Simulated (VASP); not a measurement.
# MgO (P6_3mc) in VASP: single point with LDA

Aim: the single point of MgO with LDA.

Everything below comes from runs of VASP 6.6.1. Logs are shortened: lines on timing, memory, paths and dates and some standing lists are left out, and cuts for length are marked.

**1. The cell of the first run**

The structure is hexagonal, space group P6_3mc (No. 186). The conventional cell has a = 3.330 Å, b = 3.330 Å, c = 5.016 Å, α = 90.00°, β = 90.00°, γ = 120.00°. Within 2.6 Å of Mg (site symmetry 3m) lie 4 O at 1.99 to 2.01 Å. O (site symmetry 3m) has 4 Mg at 1.99 to 2.01 Å within 2.6 Å.

**2. Single point, LDA**

File INCAR:

```
SYSTEM = MgO
ALGO     = Normal         ! electronic algorithm
EDIFF    = 1E-6           ! SCF threshold, eV
ENCUT    = 750            ! plane-wave cutoff, eV
GGA_COMPAT= .False.      
ISIF     = 2              ! what is computed and relaxed
ISMEAR   = -1             ! smearing method
LASPH    = .True.         ! aspherical terms in the spheres
LCHARG   = .False.        ! write CHGCAR
LREAL    = .False.        ! projectors in reciprocal space
LWAVE    = .False.        ! write WAVECAR
NBANDS   = 24             ! bands
NELM     = 120            ! most SCF steps
PREC     = Accurate       ! precision mode
SIGMA    = 0.05           ! smearing width, eV
```

File KPOINTS:

```
k-points
0
Gamma
  9 9 6
  0 0 0
```

File POSCAR:

```
MgO
1.0
    3.3296934990      0.0000000000      0.0000000000
   -1.6648467495      2.8835991569      0.0000000000
    0.0000000000      0.0000000000      5.0158818481
Mg O
2 2
Direct
    0.6666666667      0.3333333333      0.5021597400
    0.3333333333      0.6666666667      0.0021597400
    0.6666666667      0.3333333333      0.9024402600
    0.3333333333      0.6666666667      0.4024402600
```

Potentials or basis: VASP PAW LDA potentials, release 64 (Mg_sv, O).

Started as:

```console
$ cat potpaw_LDA.64/Mg_sv/POTCAR potpaw_LDA.64/O/POTCAR > POTCAR
$ mpirun -np 1 vasp_std > vasp.out
```

OUTCAR:

```text
SYSTEM = MgO
   EDIFF = 1E-6
   ENCUT = 750
   ISIF = 2
   ISMEAR = -1
   LASPH = .True.
   LREAL = .False.
   NELM = 120
   PREC = Accurate

 ion  position               nearest neighbor table
   1  0.667  0.333  0.502-   4 1.99   4 1.99   4 1.99   3 2.01
   2  0.333  0.667  0.002-   3 1.99   3 1.99   3 1.99   4 2.01
   3  0.667  0.333  0.902-   2 1.99   2 1.99   2 1.99   1 2.01
   4  0.333  0.667  0.402-   1 1.99   1 1.99   1 1.99   2 2.01

  LATTYP: Found a hexagonal cell.
 ALAT       =     3.3296934990
 C/A-ratio  =     1.5064094787

  Lattice vectors:

 A1 = (   3.3296934990,   0.0000000000,   0.0000000000)
 A2 = (  -1.6648467495,   2.8835991569,   0.0000000000)
 A3 = (   0.0000000000,   0.0000000000,   5.0158818481)

Analysis of symmetry for initial positions (statically):
=====================================================================
 Subroutine PRICEL returns:
 Original cell was already a primitive cell.

 Routine SETGRP: Setting up the symmetry group for a
 hexagonal supercell.

 Subroutine GETGRP returns: Found 12 space group operations
 (whereof  6 operations were pure point group operations)
 out of a pool of 24 trial point group operations.

The static configuration has the point symmetry C_3v.
 The point group associated with its full space group is C_6v.

Analysis of symmetry for dynamics (positions and initial velocities):
=====================================================================
 Subroutine PRICEL returns:
 Original cell was already a primitive cell.

 Routine SETGRP: Setting up the symmetry group for a
 hexagonal supercell.

 Subroutine GETGRP returns: Found 12 space group operations
 (whereof  6 operations were pure point group operations)
 out of a pool of 24 trial point group operations.

The dynamic configuration has the point symmetry C_3v.
 The point group associated with its full space group is C_6v.

 Subroutine INISYM returns: Found 12 space group operations
 (whereof  6 operations are pure point group operations),
 and found     1 'primitive' translations

----------------------------------------------------------------------------------------

                                     Primitive cell

[... 89 lines left out ...]
   LNONCOLLINEAR =      F non collinear calculations
   LSORBIT =      F    spin-orbit coupling
   LASPH  =      T    aspherical Exc in radial PAW
   ENCUT  =  750.0 eV  55.12 Ry    7.42 a.u.   7.44  7.44 11.20*2*pi/ulx,y,z
   NELM   =    120;   NELMIN=  2; NELMDL= -5     # of ELM steps
   EDIFF  = 0.1E-05   stopping-criterion for ELM
   LREAL  =      F    real-space projection
   EDIFFG = 0.1E-04   stopping-criterion for IOM
   NSW    =      0    number of steps for IOM
   IBRION =     -1    ionic relax: 0-MD 1-quasi-New 2-CG
   NFREE  =      0    steps in history (QN), initial steepest desc. (CG)
   ISIF   =      2    stress and relaxation
   ISYM   =      2    0-nonsym 1-usesym 2-fastsym
   POTIM  = 0.5000    time-step for ionic-motion
   TEBEG  =    0.0;   TEEND  =   0.0 temperature during run
   PSTRESS=    0.0 pullay stress
   NELECT =      32.0000    total number of electrons
   NUPDOWN=      -1.0000    fix difference up-down
   EMIN   =  10.00;   EMAX   =-10.00  energy-range for DOS
   EFERMI =   0.00;   METHOD = LEGACY
   ISMEAR =    -1;   SIGMA  =   0.05  broadening in eV -4-tet -1-fermi 0-gaus
   EFERMI_NEDOS =   21; number of points for ismear=-14 and -15
   IALGO  =     38    algorithm
   IMIX   =      4    mixing-type and parameters
     AMIX     =   0.40;   BMIX     =  1.00
     AMIX_MAG =   1.60;   BMIX_MAG =  1.00
  volume/ion in A,a.u.               =      12.04        81.25
  Fermi-wavevector in a.u.,A,eV,Ry     =   1.428552  2.699572 27.766231  2.040760
  Thomas-Fermi vector in A             =   2.548601
   LORBIT       =      0    0 simple, 1 ext, 2 COOP (PROOUT), +10 PAW based schemes
   GGA     = CA    functional components
   LHFCALC =     F    Hartree Fock is set to
   AEXX    =    0.0000 exact exchange contribution
   IVDW    =     0    specifies the selected vdW correction
   LEPSILON=     F    determine dielectric tensor
   LRPA    =     F    only Hartree local field effects (RPA)
 non-spin polarized calculation
  energy-cutoff  :      750.00
  volume of cell :       48.16
 maximum number of plane-waves:      2287
 NGX is ok and might be reduce to    30
   NGX = 15   NGY = 15   NGZ = 23

 number of electron      32.0000021 magnetization

 Free energy of the ion-electron system (eV)
  ---------------------------------------------------
  ext. energy  EPLUGINS =         0.00000000
  ---------------------------------------------------
  free energy    TOTEN  =       -25.86682644 eV

  energy without entropy =      -25.86682644  energy(sigma->0) =      -25.86682644

 E-fermi :   1.6750     XC(G=0): -10.4466

 val. band max:        0.4785396525   @ k =   0.0000   0.0000   0.0000
 cond. band min:       3.7406331146   @ k =   0.0000   0.0000   0.0000
 fundamental gap:      3.2620934621
 Fermi energy:         1.6750124680

 k-point     1 :       0.0000    0.0000    0.0000
  band No.  band energies     occupation
      1     -70.5002      2.00000
      2     -70.4958      2.00000
      3     -38.0426      2.00000
      4     -37.9955      2.00000
      5     -37.9902      2.00000
      6     -37.9902      2.00000
[... 637 lines left out ...]
     23      13.5639      0.00000
     24      17.2100      0.00000

 [... further k-points ...]

------------------------ aborting loop because EDIFF is reached ----------------------------------------

  FORCE on cell =-STRESS in cart. coord.  units (eV):
  Direction    XX          YY          ZZ          XY          YZ          ZX
  --------------------------------------------------------------------------------------
  -------------------------------------------------------------------------------------
  Total       -2.0155610     -2.0155610     -1.8073291      0.0000000      0.0000000     -0.0000000
  in kB      -67.0532886    -67.0532886    -60.1258705      0.0000000      0.0000000     -0.0000000
  external PRESSURE =     -64.7441492 kB  Pullay stress =       0.0000000 kB

 VOLUME and BASIS-vectors are now :
 -----------------------------------------------------------------------------
  energy-cutoff  :      750.00
  volume of cell :       48.16
      direct lattice vectors                 reciprocal lattice vectors
     3.329693499  0.000000000  0.000000000     0.300327943  0.173394419  0.000000000
    -1.664846749  2.883599157  0.000000000     0.000000000  0.346788838  0.000000000
     0.000000000  0.000000000  5.015881848     0.000000000  0.000000000  0.199366738

 POSITION                                       TOTAL-FORCE (eV/Angst)
 -----------------------------------------------------------------------------------
      1.66485      0.96120      2.51877         0.000000     -0.000000      0.051491
     -0.00000      1.92240      0.01083        -0.000000      0.000000      0.051491
      1.66485      0.96120      4.52653         0.000000     -0.000000     -0.051491
     -0.00000      1.92240      2.01859        -0.000000      0.000000     -0.051491
 -----------------------------------------------------------------------------------
    total drift:                               -0.000001     -0.000000      0.003449

  FREE ENERGIE OF THE ION-ELECTRON SYSTEM (eV)
  ---------------------------------------------------
  free  energy   TOTEN  =       -25.8668264353 eV

  energy  without entropy=      -25.8668264353  energy(sigma->0) =      -25.86682644
```

stdout:

```text
POSCAR found type information on POSCAR MgO
 POSCAR found :  2 types and       4 ions
 scaLAPACK will be used
 LDA part: xc-table for (Slater(with rela. corr.)+CA(PZ))
 , standard interpolation
 POSCAR, INCAR and KPOINTS ok, starting setup
 FFT: planning ... GRIDC
 FFT: planning ... GRID_SOFT
 FFT: planning ... GRID
 WAVECAR not read
 entering main loop
```

Run time: 53 s. Hardware: 1 thread of Intel Xeon Platinum 8488C (Sapphire Rapids), shared host; peak memory 0.21 GiB.

What came out:

| Quantity | Value |
| --- | --- |
| Free energy | -25.8668 eV |
| Pressure | -6.5 GPa |
| Largest force | 0.051 eV/Å |
| Band gap on the k mesh | 3.26 eV |

Forces in eV/Å, atoms in the order of the input:
```
Mg   0.000  0.000  0.051
Mg   0.000  0.000  0.051
O    0.000  0.000 -0.051
O    0.000  0.000 -0.051
```

Stress tensor (GPa, compression positive):
```
-6.71  0.00  0.00
 0.00 -6.71  0.00
 0.00  0.00 -6.01
```

Caveat: the cell stands under tension; an odd mesh through Γ misses points on the zone boundary, where band edges can lie.
